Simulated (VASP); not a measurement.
Input of a VASP 6.6.1 run:

Contents of INCAR:

```
SYSTEM = Si3H2C4
PREC = Accurate ; ENCUT = 520
EDIFF = 1E-7 ; ISMEAR = 0
SIGMA = 0.05 ; LREAL = Auto
LASPH = .TRUE. ; NELM = 100
ALGO = Normal ; ISIF = 2
LWAVE = .FALSE. ; LCHARG = .TRUE.
LDIPOL = .TRUE. ; IDIPOL = 3
DIPOL = 0.5 0.5 0.350 ; GGA = CA
LELF = .TRUE. ; LVHAR = .TRUE.
LVACPOTAV = .TRUE. ; NBANDS = 45
```

Contents of KPOINTS:

```
regular mesh
0
G
  4 8 1
  0 0 0
```

The input POSCAR:

```
Si3H2C4
1.0
    6.1223116280      0.0000000000      0.0000000000
    0.0000000000      3.0611558140      0.0000000000
    0.0000000000      0.0000000000     19.9960979072
C Si H
8 6 4
Direct
    0.5000000000      0.5000000000      0.2326656844
    0.0000000000      0.5000000000      0.2326656844
    0.7500000000      0.0000000000      0.3409150060
    0.2500000000      0.0000000000      0.3409150060
    0.0000000000      0.5000000000      0.4591970802
    0.5000000000      0.5000000000      0.4408432282
    0.3878190047      0.0000000000      0.5459779411
    0.6121809953      0.0000000000      0.5459779411
    0.2500000000      0.5000000000      0.2867903452
    0.7500000000      0.5000000000      0.2867903452
    0.5000000000      0.0000000000      0.3913478112
    0.0000000000      0.0000000000      0.3992477949
    0.7238488126      0.5000000000      0.5052842021
    0.2761511874      0.5000000000      0.5052842021
    0.5000000000      0.2236746754      0.1987605550
    0.5000000000      0.7763253246      0.1987605550
    0.0000000000      0.7759774367      0.1986431602
    0.0000000000      0.2240225633      0.1986431602
```

Potentials or basis: VASP PAW LDA potentials, release 64 (C, Si, H).

Command:

```bash
$ cat potpaw_LDA.64/C/POTCAR potpaw_LDA.64/Si/POTCAR potpaw_LDA.64/H/POTCAR > POTCAR
$ mpirun -np 1 vasp_std > vasp.out
```

Predict the band gap on the k mesh.

zero (band 30 reaches 0.93 eV, above the bottom of band 31 at 0.75 eV).

What does it give for the largest force?

0.980 eV/Å.

Forces on the atoms (eV/Å):
```
C    0.000  0.000  0.796
C    0.000  0.000  0.592
C    0.975  0.000 -0.096
C   -0.975  0.000 -0.096
C    0.000  0.000  0.038
C    0.000  0.000 -0.022
C   -0.063  0.000  0.012
C    0.063  0.000  0.012
Si  -0.475  0.000 -0.584
Si   0.475  0.000 -0.584
Si   0.000  0.000  0.024
Si   0.000  0.000  0.005
Si   0.010  0.000  0.011
Si  -0.010  0.000  0.011
H    0.000 -0.035 -0.029
H    0.000  0.035 -0.029
H    0.000  0.035 -0.029
H    0.000 -0.035 -0.029
```
